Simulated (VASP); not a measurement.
# SnSe (Fm-3m) in VASP: a series of runs, part 2 of 2

VASP 6.6.1.

### 4 Single point, r2SCAN

This run uses another cell than the first one, of 27.82 Å³/atom, 1.085 times its volume.

File POSCAR:

```
SnSe
1.0
    0.0000000000      3.0299343558      3.0299343558
    3.0299343558      0.0000000000      3.0299343558
    3.0299343558      3.0299343558      0.0000000000
Sn Se
1 1
Direct
    0.0000000000      0.0000000000      0.0000000000
    0.5000000000      0.5000000000      0.5000000000
```

File INCAR.step1:

```
ALGO = Normal
EDIFF = 1E-4
ENCUT = 520
GGA = PE
ISMEAR = -1
LASPH = T
LCHARG = F
LREAL = F
LWAVE = T
NBANDS = 17
NELM = 80
PREC = Accurate
SIGMA = 0.05
```

File INCAR.step2:

```
ALGO = Normal
EDIFF = 1E-7
ENCUT = 520
ISIF = 2
ISMEAR = -1
ISTART = 1
LASPH = T
LCHARG = T
LELF = T
LMIXTAU = T
LREAL = F
LVHAR = T
LWAVE = F
METAGGA = R2SCAN
NBANDS = 17
NELM = 80
PREC = Accurate
SIGMA = 0.05
```

File KPOINTS:

```
k-points
0
Gamma
  8 8 8
```

Potentials or basis: VASP PAW PBE potentials, release 64 (Sn_d, Se).

Started as:

```sh
cat potpaw_PBE.64/Sn_d/POTCAR potpaw_PBE.64/Se/POTCAR > POTCAR
cp INCAR.step1 INCAR
mpirun -np 1 vasp_std > vasp.out
cp INCAR.step2 INCAR
mpirun -np 1 vasp_std > vasp.out
```

OUTCAR:

```text
EDIFF = 1E-7
   ENCUT = 520
   ISIF = 2
   ISMEAR = -1
   ISTART = 1
   LASPH = T
   LREAL = F
   METAGGA = R2SCAN
   NELM = 80
   PREC = Accurate

 ion  position               nearest neighbor table
   1  0.000  0.000  0.000-   2 3.03   2 3.03   2 3.03   2 3.03   2 3.03   2 3.03
   2  0.500  0.500  0.500-   1 3.03   1 3.03   1 3.03   1 3.03   1 3.03   1 3.03

  LATTYP: Found a face centered cubic cell.
 ALAT       =     6.0598687116

  Lattice vectors:

 A1 = (   0.0000000000,   3.0299343558,   3.0299343558)
 A2 = (   3.0299343558,   0.0000000000,   3.0299343558)
 A3 = (   3.0299343558,   3.0299343558,   0.0000000000)

Analysis of symmetry for initial positions (statically):
=====================================================================
 Subroutine PRICEL returns:
 Original cell was already a primitive cell.

 Routine SETGRP: Setting up the symmetry group for a
 face centered cubic supercell.

 Subroutine GETGRP returns: Found 48 space group operations
[... 9 lines left out ...]

 Routine SETGRP: Setting up the symmetry group for a
 face centered cubic supercell.

 Subroutine GETGRP returns: Found 48 space group operations
[... 11 lines left out ...]
                                     Primitive cell

  volume of cell :      55.6326

  direct lattice vectors                    reciprocal lattice vectors
     0.000000000  3.029934356  3.029934356    -0.165020077  0.165020077  0.165020077
     3.029934356  0.000000000  3.029934356     0.165020077 -0.165020077  0.165020077
     3.029934356  3.029934356  0.000000000     0.165020077  0.165020077 -0.165020077

  length of vectors
     4.284974259  4.284974259  4.284974259     0.285823157  0.285823157  0.285823157

  position of ions in fractional coordinates (direct lattice)
     0.000000000  0.000000000  0.000000000
     0.500000000  0.500000000  0.500000000

  ion indices of the primitive-cell ions
   primitive index   ion index
                 1           1
                 2           2

----------------------------------------------------------------------------------------

 KPOINTS: k-points

Automatic generation of k-mesh.
 Grid dimensions read from file:
 generate k-points for:    8    8    8

 Generating k-lattice:

  Cartesian coordinates                     Fractional coordinates (reciprocal lattice)
    -0.020627510  0.020627510  0.020627510     0.125000000  0.000000000  0.000000000
     0.020627510 -0.020627510  0.020627510     0.000000000  0.125000000  0.000000000
     0.020627510  0.020627510 -0.020627510     0.000000000  0.000000000  0.125000000

  Length of vectors
     0.035727895  0.035727895  0.035727895

  Shift w.r.t. Gamma in fractional coordinates (k-lattice)
     0.000000000  0.000000000  0.000000000

 Subroutine IBZKPT returns following result:
 ===========================================

 Found     29 irreducible k-points:

 Following reciprocal coordinates:
            Coordinates               Weight
  0.000000  0.000000  0.000000      1.000000
  0.125000  0.000000  0.000000      8.000000
  0.250000  0.000000  0.000000      8.000000
  0.375000  0.000000  0.000000      8.000000
  0.500000  0.000000  0.000000      4.000000
  0.125000  0.125000  0.000000      6.000000
[... 16 lines left out ...]
  0.500000  0.250000  0.125000     48.000000
 -0.375000  0.250000  0.125000     24.000000
 [... further k-points ...]
   k-points           NKPTS =     29   k-points in BZ     NKDIM =     29   number of bands    NBANDS=     17
   number of dos      NEDOS =    301   number of ions     NIONS =      2
   total plane-waves  NPLWV =  32768
   dimension x,y,z NGX =    32 NGY =   32 NGZ =   32
   dimension x,y,z NGXF=    64 NGYF=   64 NGZF=   64
   ions per type =               1   1
   NGX,Y,Z   is equivalent  to a cutoff of  12.42, 12.42, 12.42 a.u.
   NGXF,Y,Z  is equivalent  to a cutoff of  24.83, 24.83, 24.83 a.u.
 SYSTEM =  unknown system
   PREC   = accura    normal or accurate (medium, high low for compatibility)
   ISTART =      1    job   : 0-new  1-cont  2-samecut
   ICHARG =      0    charge: 1-file 2-atom 10-const
   ISPIN  =      1    spin polarized calculation?
   LNONCOLLINEAR =      F non collinear calculations
   LSORBIT =      F    spin-orbit coupling
   LASPH  =      T    aspherical Exc in radial PAW
   ENCUT  =  520.0 eV  38.22 Ry    6.18 a.u.   7.97  7.97  7.97*2*pi/ulx,y,z
   NELM   =     80;   NELMIN=  2; NELMDL=  0     # of ELM steps
   EDIFF  = 0.1E-06   stopping-criterion for ELM
   LREAL  =      F    real-space projection
   EDIFFG = 0.1E-05   stopping-criterion for IOM
   NSW    =      0    number of steps for IOM
   IBRION =     -1    ionic relax: 0-MD 1-quasi-New 2-CG
   NFREE  =      0    steps in history (QN), initial steepest desc. (CG)
   ISIF   =      2    stress and relaxation
   ISYM   =      2    0-nonsym 1-usesym 2-fastsym
   POTIM  = 0.5000    time-step for ionic-motion
   TEBEG  =    0.0;   TEEND  =   0.0 temperature during run
   PSTRESS=    0.0 pullay stress
   NELECT =      20.0000    total number of electrons
   NUPDOWN=      -1.0000    fix difference up-down
   EMIN   =  10.00;   EMAX   =-10.00  energy-range for DOS
   EFERMI =   0.00;   METHOD = LEGACY
   ISMEAR =    -1;   SIGMA  =   0.05  broadening in eV -4-tet -1-fermi 0-gaus
   EFERMI_NEDOS =   21; number of points for ismear=-14 and -15
   IALGO  =     38    algorithm
   IMIX   =      4    mixing-type and parameters
     AMIX     =   0.40;   BMIX     =  1.00
     AMIX_MAG =   1.60;   BMIX_MAG =  1.00
  volume/ion in A,a.u.               =      27.82       187.71
  Fermi-wavevector in a.u.,A,eV,Ry     =   1.164059  2.199752 18.436344  1.355033
  Thomas-Fermi vector in A             =   2.300601
   LORBIT       =      0    0 simple, 1 ext, 2 COOP (PROOUT), +10 PAW based schemes
   METAGGA = R2SCAN    functional components
   LHFCALC =     F    Hartree Fock is set to
   AEXX    =    0.0000 exact exchange contribution
   IVDW    =     0    specifies the selected vdW correction
   LEPSILON=     F    determine dielectric tensor
   LRPA    =     F    only Hartree local field effects (RPA)
 non-spin polarized calculation
  energy-cutoff  :      520.00
  volume of cell :       55.63
 maximum number of plane-waves:      1524
   NGX = 15   NGY = 15   NGZ = 15

 number of electron      19.9999999 magnetization

 Free energy of the ion-electron system (eV)
  ---------------------------------------------------
  ext. energy  EPLUGINS =         0.00000000
  ---------------------------------------------------
  free energy    TOTEN  =       -39.87478983 eV

  energy without entropy =      -39.87459944  energy(sigma->0) =      -39.87469463

 E-fermi :   5.6807     XC(G=0): -10.0931

 val. band max:        5.4986815010   @ k =   0.5000   0.0000   0.0000
 cond. band min:       5.8643827053   @ k =   0.5000   0.0000   0.0000
 fundamental gap:      0.3657012043
 Fermi energy:         5.6806814754

 k-point     1 :       0.0000    0.0000    0.0000
  band No.  band energies     occupation
      1     -17.0671      2.00000
      2     -17.0671      2.00000
      3     -17.0659      2.00000
      4     -17.0659      2.00000
      5     -17.0659      2.00000
      6      -9.0975      2.00000
[... 9 lines left out ...]
     16      11.5551      0.00000
     17      13.7838      0.00000

 k-point     2 :       0.1250    0.0000    0.0000
  band No.  band energies     occupation
      1     -17.0682      2.00000
      2     -17.0681      2.00000
      3     -17.0655      2.00000
      4     -17.0643      2.00000
      5     -17.0643      2.00000
      6      -8.9878      2.00000
[... 9 lines left out ...]
     16      11.9264      0.00000
     17      14.8367      0.00000

 k-point     3 :       0.2500    0.0000    0.0000
  band No.  band energies     occupation
      1     -17.0710      2.00000
      2     -17.0710      2.00000
      3     -17.0647      2.00000
      4     -17.0601      2.00000
      5     -17.0600      2.00000
      6      -8.6932      2.00000
[... 392 lines left out ...]
 k-point    23 :       0.5000    0.2500    0.1250
  band No.  band energies     occupation
      1     -17.0801      2.00000
      2     -17.0695      2.00000
      3     -17.0637      2.00000
      4     -17.0565      2.00000
      5     -17.0542      2.00000
      6      -8.1601      2.00000
[... 9 lines left out ...]
     16      15.4302      0.00000
     17      16.8693      0.00000

 k-point    24 :      -0.3750    0.2500    0.1250
  band No.  band energies     occupation
      1     -17.0810      2.00000
      2     -17.0706      2.00000
      3     -17.0612      2.00000
      4     -17.0578      2.00000
      5     -17.0529      2.00000
      6      -8.0203      2.00000
[... 9 lines left out ...]
     16      16.6335      0.00000
     17      16.6490      0.00000

 [... further k-points ...]
[... 5 lines left out ...]
  --------------------------------------------------------------------------------------
  -------------------------------------------------------------------------------------
  Total       -0.3947147     -0.3947147     -0.3947147     -0.0000000      0.0000000     -0.0000000
  in kB      -11.3674796    -11.3674796    -11.3674796     -0.0000000      0.0000000     -0.0000000
  external PRESSURE =     -11.3674796 kB  Pullay stress =       0.0000000 kB

 VOLUME and BASIS-vectors are now :
 -----------------------------------------------------------------------------
  energy-cutoff  :      520.00
  volume of cell :       55.63
      direct lattice vectors                 reciprocal lattice vectors
     0.000000000  3.029934356  3.029934356    -0.165020077  0.165020077  0.165020077
     3.029934356  0.000000000  3.029934356     0.165020077 -0.165020077  0.165020077
     3.029934356  3.029934356  0.000000000     0.165020077  0.165020077 -0.165020077

 POSITION                                       TOTAL-FORCE (eV/Angst)
 -----------------------------------------------------------------------------------
      0.00000      0.00000      0.00000        -0.000000     -0.000000     -0.000000
      3.02993      3.02993      3.02993         0.000000      0.000000      0.000000
 -----------------------------------------------------------------------------------
    total drift:                                0.000000     -0.000000     -0.000000

  FREE ENERGIE OF THE ION-ELECTRON SYSTEM (eV)
  ---------------------------------------------------
  free  energy   TOTEN  =       -39.8747898256 eV

  energy  without entropy=      -39.8745994424  energy(sigma->0) =      -39.87469463
```

It took 2.5 min on 1 thread of Intel Xeon 8259CL, shared host; peak memory 0.19 GiB.

Results:

| Property | Result |
| --- | --- |
| Free energy | -39.8748 eV |
| Pressure | -1.1 GPa |
| Band gap on the k mesh | 0.37 eV, direct |

Levels at points of the mesh, in eV from the valence-band top:
```csv
k point,band 8,band 9,band 10,band 11,band 12,band 13
"(0.00, 0.00, 0.00)",-2.59,-2.59,-2.59,4.27,4.27,4.27
"(0.50, 0.00, 0.00)",-2.33,-2.33,0.00,0.37,1.14,1.14
"(0.50, 0.50, 0.00)",-5.82,-4.02,-4.02,3.17,5.33,5.33
```

Caveat: the PAW data sets were made with another functional, which shifts forces and pressure a little; spin-orbit coupling is left out, which moves the levels of the heavy elements. A k mesh can miss the band edges.

### 5 Single point, PBE+D3(BJ), collinear spin, ferromagnetic start

This run uses another cell than the first one, of 21.82 Å³/atom, 0.851 times its volume.

File INCAR:

```
ALGO = Normal ; EDIFF = 1E-7
ENCUT = 520 ; GGA = PE
ISIF = 2 ; ISMEAR = 0
ISPIN = 2 ; IVDW = 12
LASPH = T ; LCHARG = F
LORBIT = 11 ; LREAL = F
LWAVE = F ; MAGMOM = 0.5 0
NBANDS = 21 ; NELM = 150
PREC = Accurate ; SIGMA = 0.15
```

KPOINTS is that of step 4.

File POSCAR:

```
SnSe
1.0
    3.9516471234      0.0000000000      0.0000000000
    1.9758235617      3.4222267957      0.0000000000
    1.9758235617      1.1407422652      3.2265063653
Sn Se
1 1
Direct
    0.0000000000      0.0000000000      0.0000000000
    0.5000000000      0.5000000000      0.5000000000
```

Started as:

```sh
cat potpaw_PBE.64/Sn_d/POTCAR potpaw_PBE.64/Se/POTCAR > POTCAR
mpirun -np 1 vasp_std > vasp.out
```

It took 51 s on 1 thread of Intel Xeon Platinum 8375C at 2.90GHz (Ice Lake), shared host; peak memory 0.22 GiB.

It converged, with:

* Free energy: -8.5093 eV
* Pressure: 16.6 GPa
* Band gap on the k mesh: 0.52 eV, indirect (least direct gap 0.58 eV)
* Net moment: 0.00 μB per cell
* Valence electrons inside the program's atomic spheres: Sn 12.28; Se 3.91
* Dispersion energy per atom: -0.444 eV

Levels at points of the mesh, in eV from the valence-band top:
Spin up:
| k point | band 6 | band 7 | band 8 | band 9 | band 10 | band 11 | band 12 | band 13 | band 14 | band 15 |
| --- | --- | --- | --- | --- | --- | --- | --- | --- | --- | --- |
| (0.00, 0.00, 0.00) | -15.98 | -4.54 | -3.24 | -3.24 | -3.24 | 4.83 | 4.83 | 4.83 | 5.19 | 5.19 |
| (0.50, 0.00, 0.00) | -14.48 | -9.78 | -2.92 | -2.92 | -0.55 | 0.68 | 0.68 | 1.22 | 8.55 | 10.10 |
| (0.50, 0.50, 0.00) | -13.90 | -7.54 | -6.45 | -5.16 | -5.16 | 1.82 | 6.35 | 6.35 | 7.16 | 10.86 |
Spin down:
```csv
k point,band 8,band 9,band 10,band 11,band 12,band 13
"(0.00, 0.00, 0.00)",-3.24,-3.24,-3.24,4.83,4.83,4.83
"(0.50, 0.00, 0.00)",-2.92,-2.92,-0.55,0.68,0.68,1.22
"(0.50, 0.50, 0.00)",-6.45,-5.16,-5.16,1.82,6.35,6.35
```

Caveat: spin-orbit coupling is left out, which moves the levels of the heavy elements. A k mesh can miss the band edges.

### 6 Single point, LDA, collinear spin, ferromagnetic start

This run uses another cell than the first one, of 27.27 Å³/atom, 1.064 times its volume.

File INCAR:

```
SYSTEM = SnSe
PREC = Accurate
ENCUT = 520
EDIFF = 1E-6
ISMEAR = 0
SIGMA = 0.01
LREAL = .FALSE.
LASPH = .TRUE.
NELM = 150
ALGO = Normal
ISIF = 2
LWAVE = .FALSE.
LCHARG = .FALSE.
ISPIN = 2
MAGMOM = 0.5 0
LORBIT = 11
GGA = CA
NBANDS = 21
```

File KPOINTS:

```
regular mesh
0
G
  8 8 8
  0 0 0
```

File POSCAR:

```
SnSe
1.0
    0.0000000000      3.0100000000      3.0100000000
    3.0100000000      0.0000000000      3.0100000000
    3.0100000000      3.0100000000      0.0000000000
Sn Se
1 1
Direct
    0.0000000000      0.0000000000      0.0000000000
    0.5000000000      0.5000000000      0.5000000000
```

Potentials or basis: VASP PAW LDA potentials, release 64 (Sn_d, Se).

Started as:

```sh
cat potpaw_LDA.64/Sn_d/POTCAR potpaw_LDA.64/Se/POTCAR > POTCAR
mpirun -np 1 vasp_std > vasp.out
```

Wall time 26 s (1 thread of Intel Xeon Platinum 8375C at 2.90GHz (Ice Lake), shared host); peak memory 0.19 GiB.

It converged, with:

```
Free energy                                           : -9.4749 eV
Pressure                                              : -3.3 GPa
Band gap on the k mesh                                : 0.63 eV, direct
Net moment                                            : 0.00 μB per cell
Valence electrons inside the program's atomic spheres : Sn 12.06; Se 3.79
```

Levels at points of the mesh, in eV from the valence-band top:
Spin up:
```
           k point  band 6  band 7  band 8  band 9  band 10  band 11  band 12  band 13  band 14  band 15
(0.00, 0.00, 0.00)  -13.77   -5.09   -2.07   -2.07    -2.07     4.32     4.32     4.32     5.96     5.96
(0.50, 0.00, 0.00)  -12.83   -8.01   -1.81   -1.81     0.00     0.63     1.28     1.28     8.25    10.15
(0.50, 0.50, 0.00)  -12.56   -6.01   -5.37   -3.53    -3.53     3.08     5.35     5.35     5.97    10.61
```
Spin down:
```tsv
k point	band 7	band 8	band 9	band 10	band 11	band 12	band 13	band 14
(0.00, 0.00, 0.00)	-5.09	-2.07	-2.07	-2.07	4.32	4.32	4.32	5.96
(0.50, 0.00, 0.00)	-8.01	-1.81	-1.81	0.00	0.63	1.28	1.28	8.25
(0.50, 0.50, 0.00)	-6.01	-5.37	-3.53	-3.53	3.08	5.35	5.35	5.97
```

Caveat: spin-orbit coupling is left out, which moves the levels of the heavy elements. A k mesh can miss the band edges.

### 7 Overview

| level | potentials or basis | spin | cell | smearing | gap on the mesh (eV) | pressure (GPa) | moment (μB) |
| --- | --- | --- | --- | --- | --- | --- | --- |
| r2SCAN | VASP PAW PBE potentials, release 64 (Sn_d, Se) | off | a = 4.170 Å, angles 60.0°, 2 atoms | fermi-dirac 0.05 eV | 0.72 | 3.6 | - |
| r2SCAN | VASP PAW PBE potentials, release 64 (Sn_d, Se) | off | a = 4.199 Å, angles 60.0°, 2 atoms | fermi-dirac 0.05 eV | 0.65 | 2.2 | - |
| r2SCAN | VASP PAW PBE potentials, release 64 (Sn_d, Se) | off | a = 4.285 Å, angles 60.0°, 2 atoms | fermi-dirac 0.05 eV | 0.37 | -1.1 | - |
| PBE+D3(BJ) | VASP PAW PBE potentials, release 64 (Sn_d, Se) | collinear, ferromagnetic start | a = 3.952 Å, angles 60.0°, 2 atoms | gaussian 0.15 eV | 0.52 | 16.6 | 0.00 |
| LDA | VASP PAW LDA potentials, release 64 (Sn_d, Se) | collinear, ferromagnetic start | a = 4.257 Å, angles 60.0°, 2 atoms | gaussian 0.01 eV | 0.63 | -3.3 | 0.00 |

Alike in all rows: task single point; k mesh 8 × 8 × 8; cutoff (eV) 520.

Caveats: spin-orbit coupling is left out, which moves the levels of the heavy elements; the PAW data sets were made with another functional, which shifts forces and pressure a little (some runs).

Absolute energies hang on the potentials; compare differences alone.
